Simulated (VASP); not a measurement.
# Mg7Se (Im-3m) in VASP: further runs, part 2 of 2

VASP 6.6.1. Earlier steps stand in the parts before.

## Step 4: Relaxation of cell and atoms, PBE

This run uses another cell than the first one, of 17.48 Å³/atom, 0.778 times its volume.

Input file INCAR:

```
ALGO = Normal
EDIFF = 1E-6
EDIFFG = -0.08
ENCUT = 600
GGA = PE
IBRION = 2
ISIF = 3
ISMEAR = 0
LASPH = True
LCHARG = False
LREAL = False
LWAVE = False
NELM = 80
NSW = 36
PREC = Accurate
SIGMA = 0.2
```

Input file KPOINTS:

```
k-points
0
Gamma
  4 4 4
```

Input file POSCAR:

```
Mg7Se
1.0
   -3.2700000000      3.2700000000      3.2700000000
    3.2700000000     -3.2700000000      3.2700000000
    3.2700000000      3.2700000000     -3.2700000000
Mg Se
7 1
Direct
    0.0000000000      0.5000000000      0.5000000000
    0.5000000000      0.5000000000      0.5000000000
    0.5000000000      0.0000000000      0.5000000000
    0.0000000000      0.5000000000      0.0000000000
    0.5000000000      0.5000000000      0.0000000000
    0.5000000000      0.0000000000      0.0000000000
    0.0000000000      0.0000000000      0.5000000000
    0.0000000000      0.0000000000      0.0000000000
```

Potentials or basis: VASP PAW PBE potentials, release 64 (Mg, Se).

Run with:

```bash
$ cat potpaw_PBE.64/Mg/POTCAR potpaw_PBE.64/Se/POTCAR > POTCAR
$ mpirun -np 1 vasp_std > vasp.out
```

OUTCAR:

```text
EDIFF = 1E-6
   EDIFFG = -0.08
   ENCUT = 600
   GGA = PE
   IBRION = 2
   ISIF = 3
   ISMEAR = 0
   LASPH = True
   LREAL = False
   NELM = 80
   NSW = 36
   PREC = Accurate

 ion  position               nearest neighbor table
   1  0.000  0.500  0.500-   2 2.83   4 2.83   6 2.83   7 2.83   4 2.83   7 2.83   2 2.83   6 2.83
                             3 3.27   5 3.27   3 3.27   5 3.27
   2  0.500  0.500  0.500-   1 2.83   3 2.83   5 2.83   8 2.83   5 2.83   3 2.83   1 2.83   8 2.83
                             7 3.27   6 3.27   4 3.27   4 3.27   7 3.27   6 3.27
   3  0.500  0.000  0.500-   2 2.83   4 2.83   6 2.83   7 2.83   6 2.83   2 2.83   7 2.83   4 2.83
                             5 3.27   1 3.27   1 3.27   5 3.27
   4  0.000  0.500  0.000-   1 2.83   3 2.83   5 2.83   8 2.83   1 2.83   8 2.83   5 2.83   3 2.83
                             7 3.27   7 3.27   2 3.27   2 3.27   6 3.27   6 3.27
   5  0.500  0.500  0.000-   2 2.83   4 2.83   6 2.83   7 2.83   2 2.83   6 2.83   4 2.83   7 2.83
                             3 3.27   3 3.27   1 3.27   1 3.27
   6  0.500  0.000  0.000-   1 2.83   3 2.83   5 2.83   8 2.83   3 2.83   5 2.83   8 2.83   1 2.83
                             7 3.27   2 3.27   4 3.27   7 3.27   4 3.27   2 3.27
   7  0.000  0.000  0.500-   1 2.83   3 2.83   5 2.83   8 2.83   8 2.83   1 2.83   3 2.83   5 2.83
                             6 3.27   4 3.27   4 3.27   6 3.27   2 3.27   2 3.27
   8  0.000  0.000  0.000-   2 2.83   4 2.83   6 2.83   7 2.83   7 2.83   4 2.83   6 2.83   2 2.83

  LATTYP: Found a body centered cubic cell.
 ALAT       =     6.5400000000

  Lattice vectors:

 A1 = (  -3.2700000000,   3.2700000000,   3.2700000000)
 A2 = (   3.2700000000,  -3.2700000000,   3.2700000000)
 A3 = (   3.2700000000,   3.2700000000,  -3.2700000000)

Analysis of symmetry for initial positions (statically):
=====================================================================
 Subroutine PRICEL returns:
 Original cell was already a primitive cell.

 Routine SETGRP: Setting up the symmetry group for a
 body centered cubic supercell.

 Subroutine GETGRP returns: Found 48 space group operations
 (whereof 48 operations were pure point group operations)
 out of a pool of 48 trial point group operations.

The static configuration has the point symmetry O_h .

Analysis of symmetry for dynamics (positions and initial velocities):
=====================================================================
 Subroutine PRICEL returns:
 Original cell was already a primitive cell.

 Routine SETGRP: Setting up the symmetry group for a
 body centered cubic supercell.

 Subroutine GETGRP returns: Found 48 space group operations
 (whereof 48 operations were pure point group operations)
 out of a pool of 48 trial point group operations.

The dynamic configuration has the point symmetry O_h .

 Subroutine INISYM returns: Found 48 space group operations
 (whereof 48 operations are pure point group operations),
 and found     1 'primitive' translations

----------------------------------------------------------------------------------------

                                     Primitive cell

  volume of cell :     139.8631

  direct lattice vectors                    reciprocal lattice vectors
    -3.270000000  3.270000000  3.270000000     0.000000000  0.152905199  0.152905199
     3.270000000 -3.270000000  3.270000000     0.152905199  0.000000000  0.152905199
     3.270000000  3.270000000 -3.270000000     0.152905199  0.152905199  0.000000000

[... 293 lines left out ...]
  energy-cutoff  :      600.00
  volume of cell :      139.86
      direct lattice vectors                 reciprocal lattice vectors
    -3.270000000  3.270000000  3.270000000     0.000000000  0.152905199  0.152905199
     3.270000000 -3.270000000  3.270000000     0.152905199  0.000000000  0.152905199
     3.270000000  3.270000000 -3.270000000     0.152905199  0.152905199  0.000000000

 POSITION                                       TOTAL-FORCE (eV/Angst)
 -----------------------------------------------------------------------------------
      3.27000      0.00000      0.00000        -0.000000     -0.000000     -0.000000
      1.63500      1.63500      1.63500         0.000000     -0.000000     -0.000000
      0.00000      3.27000      0.00000        -0.000000     -0.000000      0.000000
      1.63500     -1.63500      1.63500         0.000000      0.000000     -0.000000
      0.00000      0.00000      3.27000         0.000000     -0.000000     -0.000000
     -1.63500      1.63500      1.63500        -0.000000      0.000000     -0.000000
      1.63500      1.63500     -1.63500         0.000000      0.000000      0.000000
      0.00000      0.00000      0.00000        -0.000000     -0.000000      0.000000
 -----------------------------------------------------------------------------------
    total drift:                               -0.000000      0.000000      0.000000

  FREE ENERGIE OF THE ION-ELECTRON SYSTEM (eV)
  ---------------------------------------------------
  free  energy   TOTEN  =       -13.0559658201 eV

  energy  without entropy=      -12.9936702839  energy(sigma->0) =      -13.02481805

--------------------------------------- Ionic step        2  -------------------------------------------

 number of electron      20.0000001 magnetization

 Free energy of the ion-electron system (eV)
  ---------------------------------------------------
  ext. energy  EPLUGINS =         0.00000000
  ---------------------------------------------------
  free energy    TOTEN  =       -14.67982704 eV

  energy without entropy =      -14.62414403  energy(sigma->0) =      -14.65198554

 E-fermi :   3.4335     XC(G=0):  -8.7620

 val. band max:        3.3571156365   @ k =   0.2500   0.0000   0.0000
 cond. band min:       3.5562955674   @ k =   0.5000   0.5000   0.2500
 fundamental gap:      0.1991799308
 Fermi energy:         3.4335209106

 k-point     1 :       0.0000    0.0000    0.0000
  band No.  band energies     occupation
      1     -10.0823      2.00000
      2      -2.9014      2.00000
      3      -0.8804      2.00000
      4      -0.8804      2.00000
      5      -0.8804      2.00000
      6       1.6212      2.00000
      7       1.6212      2.00000
      8       1.6212      2.00000
      9       2.2220      2.00000
     10       2.2220      2.00000
     11       2.2220      2.00000
     12       2.2440      2.00000
     13       2.2440      2.00000
     14       5.3056      0.00000
[... 113 lines left out ...]
      2      -1.9516      2.00000
      3      -1.9516      2.00000
      4      -1.9516      2.00000
      5      -0.9690      2.00000
      6      -0.9690      2.00000
      7       1.9618      2.00000
      8       1.9618      2.00000
      9       1.9618      2.00000
     10       2.6619      2.00000
     11       4.3277      0.00000
     12       4.3277      0.00000
     13       4.3277      0.00000
     14       6.6124      0.00000
     15       6.6124      0.00000

------------------------ aborting loop because EDIFF is reached ----------------------------------------

  FORCE on cell =-STRESS in cart. coord.  units (eV):
  Direction    XX          YY          ZZ          XY          YZ          ZX
  --------------------------------------------------------------------------------------
  -------------------------------------------------------------------------------------
  Total        0.6319335      0.6319335      0.6319335     -0.0000000      0.0000000     -0.0000000
  in kB        5.6931272      5.6931272      5.6931272     -0.0000000      0.0000000     -0.0000000
  external PRESSURE =       5.6931272 kB  Pullay stress =       0.0000000 kB

 VOLUME and BASIS-vectors are now :
 -----------------------------------------------------------------------------
  energy-cutoff  :      600.00
  volume of cell :      177.84
      direct lattice vectors                 reciprocal lattice vectors
    -3.542612774  3.542612774  3.542612774     0.000000000  0.141138767  0.141138767
     3.542612774 -3.542612774  3.542612774     0.141138767  0.000000000  0.141138767
     3.542612774  3.542612774 -3.542612774     0.141138767  0.141138767  0.000000000

 POSITION                                       TOTAL-FORCE (eV/Angst)
 -----------------------------------------------------------------------------------
      0.00000      3.54261      3.54261         0.000000     -0.000000      0.000000
      1.77131      1.77131      1.77131         0.000000      0.000000      0.000000
      0.00000      3.54261      0.00000        -0.000000     -0.000000     -0.000000
     -1.77131      1.77131      5.31392        -0.000000      0.000000     -0.000000
      3.54261      3.54261      0.00000         0.000000     -0.000000      0.000000
      5.31392      1.77131      1.77131        -0.000000      0.000000     -0.000000
      1.77131      1.77131     -1.77131         0.000000     -0.000000     -0.000000
      3.54261      3.54261      3.54261        -0.000000      0.000000      0.000000
 -----------------------------------------------------------------------------------
    total drift:                                0.000000      0.000000     -0.000000

  FREE ENERGIE OF THE ION-ELECTRON SYSTEM (eV)
  ---------------------------------------------------
  free  energy   TOTEN  =       -14.6798270426 eV

  energy  without entropy=      -14.6241440337  energy(sigma->0) =      -14.65198554

 reached required accuracy - stopping structural energy minimisation
```

It took 31 s on 1 thread of Intel Xeon 6975P-C (Granite Rapids), shared host; peak memory 0.32 GiB.

What came out:

* Free energy: -14.6798 eV
* Relaxed volume: 22.23 Å³/atom
* Relaxed cell: a = 6.136 Å, b = 6.136 Å, c = 6.136 Å, α = 109.47°, β = 109.47°, γ = 109.47°
* Space group after relaxing (to 0.05 Å): Im-3m (No. 229)
* Energy gained by relaxing: 203.0 meV/atom
* Ionic steps: 2
* Pressure after relaxing: 0.6 GPa
* Band gap on the k mesh: zero (band 10 reaches 3.66 eV, above the bottom of band 11 at 2.22 eV)

Step by step:
| step | energy change (eV) | largest force (eV/Å) | pressure (GPa) | volume (Å³) |
| --- | --- | --- | --- | --- |
| 1 | 0.0000 | 0.0000 | 15.84 | 139.86 |
| 2 | -1.6239 | 0.0000 | 0.57 | 177.84 |

Final structure:
```
Mg Se
1.0
    -3.54261    3.54261    3.54261
     3.54261   -3.54261    3.54261
     3.54261    3.54261   -3.54261
Mg Se
7 1
Direct
  0.00000 0.50000 0.50000
  0.50000 0.50000 0.50000
  0.50000 0.00000 0.50000
  0.00000 0.50000 0.00000
  0.50000 0.50000 0.00000
  0.50000 0.00000 0.00000
  0.00000 0.00000 0.50000
  0.00000 0.00000 0.00000
```

Caveat: the volume moved by over 15 % at a fixed basis, so the end points are rough.

## Step 5: The runs side by side

| task | cell | k mesh | cutoff (eV) | smearing | gap on the mesh (eV) | pressure (GPa) |
| --- | --- | --- | --- | --- | --- | --- |
| single point | a = 6.159 Å, angles 109.5°, 8 atoms | 4 × 4 × 4 | 520 | gaussian 0.2 eV | none | 0.1 |
| single point | a = 6.169 Å, angles 109.5°, 8 atoms | 6 × 6 × 6 | 520 | gaussian 0.1 eV | none | -0.1 |
| relaxation of cell and atoms | relaxed from a = 5.664 Å, angles 109.5°, 8 atoms | 4 × 4 × 4 | 600 | gaussian 0.2 eV | none | 0.6 |

Alike in all rows: level PBE; potentials or basis VASP PAW PBE potentials, release 64 (Mg, Se); no spin polarisation.

Caveats: the volume moved by over 15 % at a fixed basis, so the end points are rough (some runs).

Absolute energies hang on the potentials; compare differences alone.
